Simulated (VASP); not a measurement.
A run of VASP 6.6.1 is set up as follows.

File INCAR:

```
SYSTEM = Ru
ALGO     = Fast           ! electronic algorithm
EDIFF    = 1E-6           ! SCF threshold, eV
ENCUT    = 520            ! plane-wave cutoff, eV
GGA      = CA             ! functional
ISIF     = 2              ! what is computed and relaxed
ISMEAR   = 0              ! smearing method
LASPH    = .True.         ! aspherical terms in the spheres
LCHARG   = .False.        ! write CHGCAR
LREAL    = .False.        ! projectors in reciprocal space
LWAVE    = .False.        ! write WAVECAR
NBANDS   = 21             ! bands
NELM     = 60             ! most SCF steps
PREC     = Accurate       ! precision mode
SIGMA    = 0.15           ! smearing width, eV
```

KPOINTS

```
k-points
0
Gamma
  21 21 10
  0 0 0
```

Contents of POSCAR:

```
Ru
1.0
    2.5670964504      0.0000000000      0.0000000000
   -1.2835482252      2.2231707400      0.0000000000
    0.0000000000      0.0000000000      4.2267610266
Ru
2
Direct
    0.3484468824      0.6968937647      0.2500000000
    0.6515531176      0.3031062353      0.7500000000
```

Potentials or basis: VASP PAW LDA potentials, release 64 (Ru_pv).

Launch:

```console
$ cat potpaw_LDA.64/Ru_pv/POTCAR > POTCAR
$ mpirun -np 1 vasp_std > vasp.out
```

Predict the largest force.

1.162 eV/Å.

Estimate the band gap on the k mesh.

zero (bands 14 and 15 overlap by 3.95 eV).

Forces on the atoms (eV/Å):
```
Ru   0.000 -1.162  0.000
Ru   0.000  1.162  0.000
```

Caveat: the cell differs from its parent crystal (atoms displaced along a vibrational mode, the cell strained); forces of over 1 eV/Å act on the atoms, so gaps and moduli don't describe the material at rest.
